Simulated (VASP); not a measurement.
# Ta4C3: single point with r2SCAN

Crystal: Ta4C3.

```
Ta C
1.0
    -3.11780    0.00000    0.00000
    -1.55890   -2.70009    0.00000
    -2.72823   -1.57514   10.21859
Ta C
4 3
Direct
  0.19924 0.19924 0.19003
  0.75990 0.75990 0.94315
  0.56898 0.56898 0.69902
  0.37917 0.37917 0.45299
  0.97361 0.97361 0.57681
  0.94355 0.94355 0.05695
  0.78778 0.78778 0.32396
```

```yaml
Program: VASP 6.6.1
Task: single point
Functional: r2SCAN
Potentials_or_basis: VASP PAW PBE potentials, release 64 (Ta_pv, C)
Cutoff: 520 eV
k_mesh: 14 × 14 × 4
Occupations: gaussian, width 0.15 eV
Spin: no spin polarisation
```

| Quantity | Value |
| --- | --- |
| Pressure | 8.3 GPa |
| Largest force | 8.061 eV/Å |
| Band gap on the k mesh | zero (bands 28 and 29 overlap by 0.48 eV) |

Forces in eV/Å, atoms in the order of the input:
```
Ta  -0.032 -0.018  0.778
Ta   5.860  3.384 -4.381
Ta   0.360  0.208  0.014
Ta  -0.007 -0.004  0.006
C   -0.052 -0.030  0.052
C   -6.139 -3.544  3.648
C    0.009  0.005 -0.117
```

Stress tensor (GPa, compression positive):
```
 10.35   5.87 -14.04
  5.87   3.58  -8.11
-14.04  -8.11  11.05
```

Levels at points of the mesh, in eV from the Fermi level:
```
           k point  band 24  band 25  band 26  band 27  band 28  band 29  band 30  band 31  band 32  band 33
(0.00, 0.00, 0.00)    -2.61    -2.50    -1.09    -0.38    -0.36     0.60     0.81     1.21     1.28     1.29
(0.50, 0.00, 0.00)    -3.38    -2.69    -2.05    -0.84    -0.11     1.46     2.55     3.00     3.66     3.74
(0.50, 0.50, 0.00)    -3.78    -2.50    -1.79    -0.91    -0.38     0.29     2.57     2.61     3.60     3.81
(0.00, 0.00, 0.50)    -2.49    -1.94    -1.45    -0.39    -0.39     0.37     0.66     0.90     1.14     1.40
(0.50, 0.00, 0.50)    -3.36    -2.49    -2.06    -0.80    -0.39     1.86     2.15     2.80     3.68     3.86
(0.50, 0.50, 0.50)    -3.52    -2.34    -1.81    -1.11    -0.51     0.82     2.13     2.24     3.68     3.88
```

Run time: 58 min on 1 thread of Oxide Virtual Turin-like Processor, on a shared host, peak memory 0.57 GiB.

Caveat: the cell stands under pressure; the PAW data sets were made with another functional, which shifts forces and pressure a little; spin-orbit coupling is left out, which moves the levels of the heavy elements.
